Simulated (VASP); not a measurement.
# SnO2 (R-3m) in VASP: a series of runs

SnO2 is run at these levels: PBEsol+D3(BJ), PBEsol; tasks: single point.

Everything below comes from runs of VASP 6.6.1. Logs are shortened: lines on timing, memory, paths and dates and some standing lists are left out, and cuts for length are marked.

### Step 1. The cell of the first run

Symmetry: R-3m, No. 166, trigonal system. Conventional cell: a = 3.234 Å, b = 3.234 Å, c = 14.402 Å, α = 90.00°, β = 90.00°, γ = 120.00°. Sn (site symmetry -3m) has 6 O at 2.13 Å within 2.8 Å. Within 2.8 Å of O (site symmetry 3m) lie 3 Sn at 2.13 Å and 3 O at 2.76 Å.

### Step 2. Single point, PBEsol+D3(BJ)

Contents of INCAR:

```
ALGO = Normal
EDIFF = 1E-6
ENCUT = 600
GGA = PS
GGA_COMPAT = False
ISIF = 2
ISMEAR = -1
IVDW = 12
LASPH = True
LCHARG = True
LELF = True
LREAL = False
LVHAR = True
LWAVE = False
NBANDS = 20
NELM = 120
PREC = Accurate
SIGMA = 0.15
```

Contents of KPOINTS:

```
k-points
0
Gamma
  4 4 4
```

Contents of POSCAR:

```
SnO2
1.0
    1.6170930000      0.9336290000      4.8005930000
   -1.6170930000      0.9336290000      4.8005930000
    0.0000000000     -1.8672580000      4.8005930000
Sn O
1 2
Direct
    0.5000000000      0.5000000000      0.5000000000
    0.2371700000      0.2371700000      0.2371700000
    0.7628300000      0.7628300000      0.7628300000
```

Potentials or basis: VASP PAW PBE potentials, release 64 (Sn_d, O).

Command:

```sh
> cat potpaw_PBE.64/Sn_d/POTCAR potpaw_PBE.64/O/POTCAR > POTCAR
> mpirun -np 1 vasp_std > vasp.out
```

OUTCAR:

```text
EDIFF = 1E-6
   ENCUT = 600
   GGA = PS
   ISIF = 2
   ISMEAR = -1
   IVDW = 12
   LASPH = True
   LREAL = False
   NELM = 120
   PREC = Accurate
 IVDW          = 12

 ion  position               nearest neighbor table
   1  0.500  0.500  0.500-   2 2.13   3 2.13   2 2.13   2 2.13   3 2.13   3 2.13
   2  0.237  0.237  0.237-   1 2.13   1 2.13   1 2.13
   3  0.763  0.763  0.763-   1 2.13   1 2.13   1 2.13

  LATTYP: Found a trigonal (rhomboedric) cell.
 ALAT       =     5.1509558367
 COS(alpha) =     0.8028828836

  Lattice vectors:

 A1 = (   1.6170930000,   0.9336290000,   4.8005930000)
 A2 = (  -1.6170930000,   0.9336290000,   4.8005930000)
 A3 = (   0.0000000000,  -1.8672580000,   4.8005930000)

Analysis of symmetry for initial positions (statically):
=====================================================================
 Subroutine PRICEL returns:
 Original cell was already a primitive cell.

 Routine SETGRP: Setting up the symmetry group for a
 trigonal (rhombohedral) supercell.

 Subroutine GETGRP returns: Found 12 space group operations
 (whereof 12 operations were pure point group operations)
 out of a pool of 12 trial point group operations.

The static configuration has the point symmetry D_3d.

Analysis of symmetry for dynamics (positions and initial velocities):
=====================================================================
 Subroutine PRICEL returns:
 Original cell was already a primitive cell.

 Routine SETGRP: Setting up the symmetry group for a
 trigonal (rhombohedral) supercell.

 Subroutine GETGRP returns: Found 12 space group operations
 (whereof 12 operations were pure point group operations)
 out of a pool of 12 trial point group operations.

The dynamic configuration has the point symmetry D_3d.

 Subroutine INISYM returns: Found 12 space group operations
 (whereof 12 operations are pure point group operations),
 and found     1 'primitive' translations

----------------------------------------------------------------------------------------

                                     Primitive cell

  volume of cell :      43.4866

  direct lattice vectors                    reciprocal lattice vectors
     1.617093000  0.933629000  4.800593000     0.309196812  0.178514878  0.069435866
    -1.617093000  0.933629000  4.800593000    -0.309196812  0.178514878  0.069435866
     0.000000000 -1.867258000  4.800593000     0.000000000 -0.357029755  0.069435866

  length of vectors
     5.150955837  5.150955837  5.150955794     0.363719080  0.363719080  0.363719103

  position of ions in fractional coordinates (direct lattice)
     0.500000000  0.500000000  0.500000000
     0.237170000  0.237170000  0.237170000
     0.762830000  0.762830000  0.762830000

  ion indices of the primitive-cell ions
   primitive index   ion index
                 1           1
                 2           2
                 3           3

----------------------------------------------------------------------------------------

 KPOINTS: k-points

Automatic generation of k-mesh.
 Grid dimensions read from file:
 generate k-points for:    4    4    4

 Generating k-lattice:

  Cartesian coordinates                     Fractional coordinates (reciprocal lattice)
     0.077299203  0.044628719  0.017358967     0.250000000  0.000000000  0.000000000
    -0.077299203  0.044628719  0.017358967     0.000000000  0.250000000  0.000000000
     0.000000000 -0.089257439  0.017358967     0.000000000  0.000000000  0.250000000

  Length of vectors
     0.090929770  0.090929770  0.090929776

  Shift w.r.t. Gamma in fractional coordinates (k-lattice)
     0.000000000  0.000000000  0.000000000

 Subroutine IBZKPT returns following result:
 ===========================================

 Found     13 irreducible k-points:

 Following reciprocal coordinates:
            Coordinates               Weight
  0.000000  0.000000  0.000000      1.000000
  0.250000  0.000000  0.000000      6.000000
  0.500000  0.000000  0.000000      3.000000
  0.250000  0.250000  0.000000      6.000000
  0.500000  0.250000 -0.000000     12.000000
 -0.250000  0.250000  0.000000      6.000000
  0.500000  0.500000  0.000000      3.000000
  0.250000  0.250000  0.250000      2.000000
  0.500000  0.250000  0.250000      6.000000
 -0.250000  0.250000  0.250000      6.000000
  0.500000  0.500000  0.250000      6.000000
 -0.250000  0.500000  0.250000      6.000000
  0.500000  0.500000  0.500000      1.000000
   k-points           NKPTS =     13   k-points in BZ     NKDIM =     13   number of bands    NBANDS=     20
   number of dos      NEDOS =    301   number of ions     NIONS =      3
   total plane-waves  NPLWV =  74088
   dimension x,y,z NGX =    42 NGY =   42 NGZ =   42
   dimension x,y,z NGXF=    84 NGYF=   84 NGZF=   84
   ions per type =               1   2
   NGX,Y,Z   is equivalent  to a cutoff of  13.56, 13.56, 13.56 a.u.
   NGXF,Y,Z  is equivalent  to a cutoff of  27.11, 27.11, 27.11 a.u.
 SYSTEM =  unknown system
   PREC   = accura    normal or accurate (medium, high low for compatibility)
   ISTART =      0    job   : 0-new  1-cont  2-samecut
   ICHARG =      2    charge: 1-file 2-atom 10-const
   ISPIN  =      1    spin polarized calculation?
   LNONCOLLINEAR =      F non collinear calculations
   LSORBIT =      F    spin-orbit coupling
   LASPH  =      T    aspherical Exc in radial PAW
   ENCUT  =  600.0 eV  44.10 Ry    6.64 a.u.  10.29 10.29 10.29*2*pi/ulx,y,z
   NELM   =    120;   NELMIN=  2; NELMDL= -5     # of ELM steps
   EDIFF  = 0.1E-05   stopping-criterion for ELM
   LREAL  =      F    real-space projection
   EDIFFG = 0.1E-04   stopping-criterion for IOM
   NSW    =      0    number of steps for IOM
   IBRION =     -1    ionic relax: 0-MD 1-quasi-New 2-CG
   NFREE  =      0    steps in history (QN), initial steepest desc. (CG)
   ISIF   =      2    stress and relaxation
   ISYM   =      2    0-nonsym 1-usesym 2-fastsym
   POTIM  = 0.5000    time-step for ionic-motion
   TEBEG  =    0.0;   TEEND  =   0.0 temperature during run
   PSTRESS=    0.0 pullay stress
   NELECT =      26.0000    total number of electrons
   NUPDOWN=      -1.0000    fix difference up-down
   EMIN   =  10.00;   EMAX   =-10.00  energy-range for DOS
   EFERMI =   0.00;   METHOD = LEGACY
   ISMEAR =    -1;   SIGMA  =   0.15  broadening in eV -4-tet -1-fermi 0-gaus
   EFERMI_NEDOS =   21; number of points for ismear=-14 and -15
   IALGO  =     38    algorithm
   IMIX   =      4    mixing-type and parameters
     AMIX     =   0.40;   BMIX     =  1.00
     AMIX_MAG =   1.60;   BMIX_MAG =  1.00
  volume/ion in A,a.u.               =      14.50        97.82
  Fermi-wavevector in a.u.,A,eV,Ry     =   1.379158  2.606231 25.879338  1.902078
  Thomas-Fermi vector in A             =   2.504154
   LORBIT       =      0    0 simple, 1 ext, 2 COOP (PROOUT), +10 PAW based schemes
   GGA     = PS    functional components
   LHFCALC =     F    Hartree Fock is set to
   AEXX    =    0.0000 exact exchange contribution
   IVDW    =    12    specifies the selected vdW correction
   LEPSILON=     F    determine dielectric tensor
   LRPA    =     F    only Hartree local field effects (RPA)
 non-spin polarized calculation
  energy-cutoff  :      600.00
  volume of cell :       43.49
 maximum number of plane-waves:      1466
 NGX is ok and might be reduce to    42
   NGX = 21   NGY = 21   NGZ = 21

 number of electron      26.0000002 magnetization

 Free energy of the ion-electron system (eV)
  ---------------------------------------------------
  ext. energy  EPLUGINS =         0.00000000
  ---------------------------------------------------
  free energy    TOTEN  =       -19.28836156 eV

  energy without entropy =      -19.28761592  energy(sigma->0) =      -19.28798874

 E-fermi :   4.3460     XC(G=0): -10.2168

 val. band max:        3.1660458397   @ k =   0.5000   0.5000   0.0000
 cond. band min:       5.0324650896   @ k =   0.0000   0.0000   0.0000
 fundamental gap:      1.8664192499
 Fermi energy:         4.3460450480

 k-point     1 :       0.0000    0.0000    0.0000
  band No.  band energies     occupation
      1     -16.7296      2.00000
      2     -16.5106      2.00000
      3     -16.5106      2.00000
      4     -16.3276      2.00000
      5     -16.3276      2.00000
      6     -14.6920      2.00000
[... 12 lines left out ...]
     19      20.1587      0.00000
     20      20.1589      0.00000

 k-point     2 :       0.2500    0.0000    0.0000
  band No.  band energies     occupation
      1     -16.9426      2.00000
      2     -16.5143      2.00000
      3     -16.4289      2.00000
      4     -16.3825      2.00000
      5     -16.3003      2.00000
      6     -14.2326      2.00000
[... 12 lines left out ...]
     19      16.3387      0.00000
     20      20.0853      0.00000

 k-point     3 :       0.5000    0.0000    0.0000
  band No.  band energies     occupation
      1     -17.2900      2.00000
      2     -16.4779      2.00000
      3     -16.4229      2.00000
      4     -16.2950      2.00000
      5     -16.1925      2.00000
      6     -13.4859      2.00000
[... 12 lines left out ...]
     19      16.3027      0.00000
     20      16.4970      0.00000

 k-point     4 :       0.2500    0.2500    0.0000
  band No.  band energies     occupation
      1     -16.9415      2.00000
      2     -16.5138      2.00000
      3     -16.4286      2.00000
      4     -16.3830      2.00000
      5     -16.3003      2.00000
      6     -14.2306      2.00000
[... 12 lines left out ...]
     19      15.9561      0.00000
     20      20.8036      0.00000

 k-point     5 :       0.5000    0.2500   -0.0000
  band No.  band energies     occupation
      1     -17.0759      2.00000
      2     -16.6981      2.00000
      3     -16.3936      2.00000
      4     -16.3755      2.00000
      5     -16.2565      2.00000
      6     -13.1852      2.00000
[... 12 lines left out ...]
     19      16.8163      0.00000
     20      18.1032      0.00000

 k-point     6 :      -0.2500    0.2500    0.0000
  band No.  band energies     occupation
      1     -17.0746      2.00000
      2     -16.6982      2.00000
      3     -16.3934      2.00000
      4     -16.3759      2.00000
      5     -16.2570      2.00000
      6     -13.2073      2.00000
[... 12 lines left out ...]
     19      16.7928      0.00000
     20      16.9006      0.00000

 k-point     7 :       0.5000    0.5000    0.0000
  band No.  band energies     occupation
      1     -17.2881      2.00000
      2     -16.4773      2.00000
      3     -16.4222      2.00000
      4     -16.2944      2.00000
      5     -16.1925      2.00000
      6     -13.5147      2.00000
[... 12 lines left out ...]
     19      15.6543      0.00000
     20      19.7236      0.00000

 k-point     8 :       0.2500    0.2500    0.2500
  band No.  band energies     occupation
      1     -16.7298      2.00000
      2     -16.5105      2.00000
      3     -16.5105      2.00000
      4     -16.3275      2.00000
      5     -16.3275      2.00000
      6     -14.6432      2.00000
[... 12 lines left out ...]
     19      19.7318      0.00000
     20      20.2666      0.00000

 k-point     9 :       0.5000    0.2500    0.2500
  band No.  band energies     occupation
      1     -16.9452      2.00000
      2     -16.5158      2.00000
      3     -16.4286      2.00000
      4     -16.3829      2.00000
      5     -16.3004      2.00000
      6     -14.1721      2.00000
[... 12 lines left out ...]
     19      16.2361      0.00000
     20      18.6799      0.00000

 k-point    10 :      -0.2500    0.2500    0.2500
  band No.  band energies     occupation
      1     -17.2890      2.00000
      2     -16.4776      2.00000
      3     -16.4225      2.00000
      4     -16.2947      2.00000
      5     -16.1925      2.00000
      6     -13.5005      2.00000
[... 12 lines left out ...]
     19      16.0256      0.00000
     20      17.9624      0.00000

 k-point    11 :       0.5000    0.5000    0.2500
  band No.  band energies     occupation
      1     -16.9441      2.00000
      2     -16.5153      2.00000
      3     -16.4283      2.00000
      4     -16.3833      2.00000
      5     -16.3003      2.00000
      6     -14.1699      2.00000
[... 12 lines left out ...]
     19      15.9342      0.00000
     20      19.0515      0.00000

 k-point    12 :      -0.2500    0.5000    0.2500
  band No.  band energies     occupation
      1     -17.0771      2.00000
      2     -16.6979      2.00000
      3     -16.3939      2.00000
      4     -16.3751      2.00000
      5     -16.2560      2.00000
      6     -13.1621      2.00000
[... 12 lines left out ...]
     19      17.0576      0.00000
     20      18.6403      0.00000

 k-point    13 :       0.5000    0.5000    0.5000
  band No.  band energies     occupation
      1     -16.7301      2.00000
      2     -16.5103      2.00000
      3     -16.5103      2.00000
      4     -16.3274      2.00000
      5     -16.3274      2.00000
      6     -14.5904      2.00000
[... 12 lines left out ...]
     19      19.3948      0.00000
     20      20.3666      0.00000

------------------------ aborting loop because EDIFF is reached ----------------------------------------

 Edisp (eV)   -0.47298

 E8    (eV) :    -0.2982

  FORCE on cell =-STRESS in cart. coord.  units (eV):
  Direction    XX          YY          ZZ          XY          YZ          ZX
  --------------------------------------------------------------------------------------
  -------------------------------------------------------------------------------------
  Total      -1.88266    -1.88266    -1.55023     0.00000     0.00000     0.00000
  in kB     -69.36295   -69.36294   -57.11518     0.00000     0.00000     0.00000
  external pressure =      -65.28 kB  Pullay stress =        0.00 kB

 VOLUME and BASIS-vectors are now :
 -----------------------------------------------------------------------------
  energy-cutoff  :      600.00
  volume of cell :       43.49
      direct lattice vectors                 reciprocal lattice vectors
     1.617093000  0.933629000  4.800593000     0.309196812  0.178514878  0.069435866
    -1.617093000  0.933629000  4.800593000    -0.309196812  0.178514878  0.069435866
     0.000000000 -1.867258000  4.800593000     0.000000000 -0.357029755  0.069435866

 POSITION                                       TOTAL-FORCE (eV/Angst)
 -----------------------------------------------------------------------------------
      0.00000      0.00000      7.20089         0.000000      0.000000     -0.000000
      0.00000      0.00000      3.41567         0.000000     -0.000000     -0.350224
      0.00000      0.00000     10.98611         0.000000      0.000000      0.350224
 -----------------------------------------------------------------------------------
    total drift:                                0.000000      0.000000     -0.000000

  FREE ENERGIE OF THE ION-ELECTRON SYSTEM (eV)
  ---------------------------------------------------
  free  energy   TOTEN  =       -19.7613429727 eV

  energy  without entropy=      -19.7605973393  energy(sigma->0) =      -19.76097016
```

Wall time 42 s (1 thread of Intel Xeon 6975P-C (Granite Rapids), shared host); peak memory 0.26 GiB.

What came out:

```yaml
Free_energy: -19.7613 eV
Pressure: -6.5 GPa
Largest_force: 0.350 eV/Å
Band_gap_on_the_k_mesh: 1.87 eV (least direct gap 1.97 eV)
Dispersion_energy_per_atom: -0.158 eV
```

Forces on the atoms (eV/Å):
```
Sn   0.000  0.000  0.000
O    0.000  0.000 -0.350
O    0.000  0.000  0.350
```

Caveat: the k points lie up to 0.57 Å⁻¹ apart; three body term missing; the PAW data sets were made with another functional, which shifts forces and pressure a little; spin-orbit coupling is left out, which moves the levels of the heavy elements.

### Step 3. Single point, PBEsol

Contents of INCAR:

```
  PREC = Accurate
  ENCUT = 600
  EDIFF = 1E-6
  ISMEAR = -1
  SIGMA = 0.15
  LREAL = False
  LASPH = True
  NELM = 120
  ALGO = Normal
  ISIF = 2
  LWAVE = False
  LCHARG = False
  GGA = PS
  NBANDS = 20
  GGA_COMPAT = False
```

Contents of KPOINTS:

```
regular mesh
0
Gamma
  4 4 4
```

POSCAR is that of step 2.

Potentials or basis: VASP PAW PBE potentials, release 64 (Sn_d, O).

Command:

```sh
> cat potpaw_PBE.64/Sn_d/POTCAR potpaw_PBE.64/O/POTCAR > POTCAR
> mpirun -np 1 vasp_std > vasp.out
```

It took 31 s on 1 thread of Intel Xeon 6975P-C (Granite Rapids), shared host; peak memory 0.24 GiB.

The run converged. Its results:

```yaml
Free_energy: -19.2884 eV
Pressure: -4.7 GPa
Largest_force: 0.355 eV/Å
Band_gap_on_the_k_mesh: 1.87 eV (least direct gap 1.97 eV)
```

Forces on the atoms (eV/Å):
```
Sn   0.000  0.000  0.000
O    0.000  0.000 -0.355
O    0.000  0.000  0.355
```

Stress tensor (GPa, compression positive):
```
-5.11  0.00  0.00
 0.00 -5.11  0.00
 0.00  0.00 -3.76
```

Levels at points of the mesh, in eV from the valence-band top:
```tsv
k point	band 11	band 12	band 13	band 14	band 15	band 16
(0.00, 0.00, 0.00)	-0.88	-0.88	-0.10	1.87	5.59	10.89
(0.50, 0.00, 0.00)	-1.46	-0.57	-0.54	5.25	7.60	9.95
(0.50, 0.50, 0.00)	-1.13	-0.43	0.00	4.98	6.79	10.61
(0.50, 0.50, 0.50)	-1.26	-0.83	-0.83	3.13	5.54	11.07
```

Caveat: the k points lie up to 0.57 Å⁻¹ apart; the PAW data sets were made with another functional, which shifts forces and pressure a little; spin-orbit coupling is left out, which moves the levels of the heavy elements. A k mesh can miss the band edges.
